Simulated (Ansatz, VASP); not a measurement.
**SbTePd: VASP beside Ansatz**

```
Pd Sb Te
1.0
     6.58725    0.00000    0.00000
     0.00000    6.58725    0.00000
     0.00000    0.00000    6.58725
Pd Sb Te
4 4 4
Direct
  0.99802 0.99802 0.99802
  0.50198 0.00198 0.49802
  0.49802 0.50198 0.00198
  0.00198 0.49802 0.50198
  0.62709 0.62709 0.62709
  0.87291 0.37291 0.12709
  0.12709 0.87291 0.37291
  0.37291 0.12709 0.87291
  0.37278 0.37278 0.37278
  0.12722 0.62722 0.87278
  0.87278 0.12722 0.62722
  0.62722 0.87278 0.12722
```

Alike in both runs: task single point; functional PBE; k mesh 5 × 5 × 5; no spin polarisation.

|  | VASP | Ansatz |
| --- | --- | --- |
| version | VASP 6.6.1 | Ansatz 0.2.0 |
| potentials or method | VASP PAW PBE potentials, release 64 (Pd, Sb, Te), cutoff 520 eV | PAW plane waves |
| occupations | fermi-dirac, width 0.1 eV | fermi-dirac |
| valence electrons in the cell | 84 | 196 |

VASP gave:

| Item | Value |
| --- | --- |
| pressure (GPa) | 1.9 |
| rms of the force components (eV/Å) | 0.151 |

Q: What did Ansatz give for the same quantities?

A: Pressure (GPa): 2.1; rms of the force components (eV/Å): 0.150.

Atom by atom the forces differ by 0.008 eV/Å (rms over components). VASP's potentials hold 84 valence electrons a cell and Ansatz's 196, so a difference there can come from the potentials and not from the codes.

Spin-orbit coupling is off throughout.
